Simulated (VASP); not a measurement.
A run of VASP 6.6.1 is set up as follows.

INCAR

```
SYSTEM = GaSb5
PREC = Accurate ; ENCUT = 520
EDIFF = 1E-7 ; ISMEAR = 0
SIGMA = 0.1 ; LREAL = .FALSE.
LASPH = .TRUE. ; NELM = 60
ALGO = Normal ; ISIF = 2
LWAVE = .FALSE. ; LCHARG = .FALSE.
GGA = PE ; NBANDS = 28
```

Contents of KPOINTS:

```
regular mesh
0
G
  8 8 8
  0 0 0
```

The input POSCAR:

```
GaSb5
1.0
    0.0000000000      4.4282251366      4.4282251366
    4.4282251366      0.0000000000      4.4282251366
    4.4282251366      4.4282251366      0.0000000000
Ga Sb
1 5
Direct
    0.5000000000      0.5000000000      0.5000000000
    0.3755846521      0.8748051160      0.8748051160
    0.8748051160      0.8748051160      0.8748051160
    0.2500000000      0.2500000000      0.2500000000
    0.8748051160      0.8748051160      0.3755846521
    0.8748051160      0.3755846521      0.8748051160
```

Potentials or basis: VASP PAW PBE potentials, release 64 (Ga_d, Sb).

Command:

```bash
$ cat potpaw_PBE.64/Ga_d/POTCAR potpaw_PBE.64/Sb/POTCAR > POTCAR
$ mpirun -np 1 vasp_std > vasp.out
```

(1) What does it give for the pressure?

(2) What does it give for the band gap on the k mesh?

Results:

(1) 0.0 GPa.

(2) zero (bands 19 and 20 overlap by 1.50 eV).

Caveat: spin-orbit coupling is left out, which moves the levels of the heavy elements.
